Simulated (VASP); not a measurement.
Here is a VASP 6.6.1 calculation.

The input INCAR:

```
SYSTEM = Cs2Cd
  PREC = Accurate
  ENCUT = 630
  EDIFF = 1E-7
  ISMEAR = 0
  SIGMA = 0.1
  LREAL = .False.
  LASPH = .True.
  NELM = 120
  ALGO = Normal
  ISIF = 3
  LWAVE = .False.
  LCHARG = .False.
  GGA = PE
  IBRION = 2
  NSW = 90
  EDIFFG = -0.04
  GGA_COMPAT = .False.
  NELMIN = 4
```

KPOINTS

```
Automatic mesh
0
Gamma
  4 4 4
  0 0 0
```

POSCAR

```
Cs2Cd
1.0
    0.0000000000      4.1345174900      4.1345174900
    4.1345174900      0.0000000000      4.1345174900
    4.1345174900      4.1345174900      0.0000000000
Cs Cd
2 1
Direct
    0.2500000000      0.2500000000      0.2500000000
    0.7500000000      0.7500000000      0.7500000000
    0.5000000000      0.5000000000      0.5000000000
```

Potentials or basis: VASP PAW PBE potentials, release 64 (Cs_sv, Cd_sv_GW).

Command:

```console
$ cat potpaw_PBE.64/Cs_sv/POTCAR potpaw_PBE.64/Cd_sv_GW/POTCAR > POTCAR
$ mpirun -np 1 vasp_std > vasp.out
```

(1) Predict the band gap on the k mesh.

(2) Predict the relaxed cell.

(3) What does it give for the space group after relaxing (to 0.1 Å)?

(4) What does it give for the relaxed volume?

Results:

(1) zero (bands 19 and 20 overlap by 0.22 eV).

(2) a = 6.585 Å, b = 6.585 Å, c = 6.585 Å, α = 60.00°, β = 60.00°, γ = 60.00°.

(3) Fm-3m (No. 225).

(4) 67.31 Å³/atom.

Caveat: the volume moved by over 15 % at a fixed basis, so the end points are rough; spin-orbit coupling is left out, which moves the levels of the heavy elements.
